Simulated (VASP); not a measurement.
Write the native input for VASP 6.6.1 that does the following.

```yaml
Task: relaxation of cell and atoms
Functional: r2SCAN
Potentials_or_basis: VASP PAW PBE potentials, release 64 (Ti_sv, Ni)
Cutoff: 600 eV
k_mesh: 14 × 14 × 14
Occupations: gaussian, width 0.1 eV
Spin: no spin polarisation
Target_pressure: 12 GPa
Dipole_correction: no
Further_INCAR_settings: ALGO = Normal; EDIFF = 1e-06; IBRION = 2; EDIFFG = -0.008; NSW = 70; ISIF = 3
```

Crystal: TiNi.

```
Ti Ni
1.0
     2.92744    0.00000    0.00000
     0.00000    2.92744    0.00000
     0.00000    0.00000    2.92744
Ti Ni
1 1
Direct
  0.50000 0.50000 0.50000
  0.00000 0.00000 0.00000
```

These files were run (other wordings do the same):

POSCAR

```
TiNi
1.0
    2.9274404067      0.0000000000      0.0000000000
    0.0000000000      2.9274404067      0.0000000000
    0.0000000000      0.0000000000      2.9274404067
Ti Ni
1 1
Direct
    0.5000000000      0.5000000000      0.5000000000
    0.0000000000      0.0000000000      0.0000000000
```

INCAR.step1

```
PREC = Accurate ; ENCUT = 600
ISMEAR = 0 ; SIGMA = 0.1
LREAL = False ; LASPH = True
NELM = 80 ; GGA = PE
ALGO = Normal ; EDIFF = 1E-4
LWAVE = True ; LCHARG = False
```

INCAR.step2

```
PREC = Accurate ; ENCUT = 600
EDIFF = 1E-6 ; ISMEAR = 0
SIGMA = 0.1 ; LREAL = False
LASPH = True ; NELM = 80
ALGO = Normal ; ISIF = 3
LWAVE = False ; LCHARG = False
METAGGA = R2SCAN ; LMIXTAU = True
IBRION = 2 ; NSW = 70
EDIFFG = -0.008 ; PSTRESS = 120.0
ISTART = 1
```

KPOINTS

```
Automatic mesh
0
Gamma
  14 14 14
```

Potentials or basis: VASP PAW PBE potentials, release 64 (Ti_sv, Ni).

The run is started by

```console
$ cat potpaw_PBE.64/Ti_sv/POTCAR potpaw_PBE.64/Ni/POTCAR > POTCAR
$ cp INCAR.step1 INCAR
$ mpirun -np 1 vasp_std > vasp.out
$ cp INCAR.step2 INCAR
$ mpirun -np 1 vasp_std > vasp.out
```

It gave:

```yaml
Relaxed_volume: 12.59 Å³/atom
Relaxed_cell: a = 2.931 Å, b = 2.931 Å, c = 2.931 Å, α = 90.00°, β = 90.00°, γ = 90.00°
Space_group_after_relaxing_to_0.05_Å: Pm-3m (No. 221)
Energy_change_on_relaxing_the_enthalpy_is_what_falls: -3.4 meV/atom
Ionic_steps: 3
Pressure_after_relaxing: 11.9 GPa
Band_gap_on_the_k_mesh: zero (band 11 reaches 10.93 eV, above the bottom of band 12 at 8.97 eV)
```

Caveat: the cell is relaxed towards a set pressure, so the enthalpy falls and the energy may rise; the PAW data sets were made with another functional, which shifts forces and pressure a little.

Run time: 4.2 min on 1 thread of Intel(R) Xeon(R) Platinum 8375C CPU @ 2.90GHz (Ice Lake), on a shared host, peak memory 0.19 GiB.
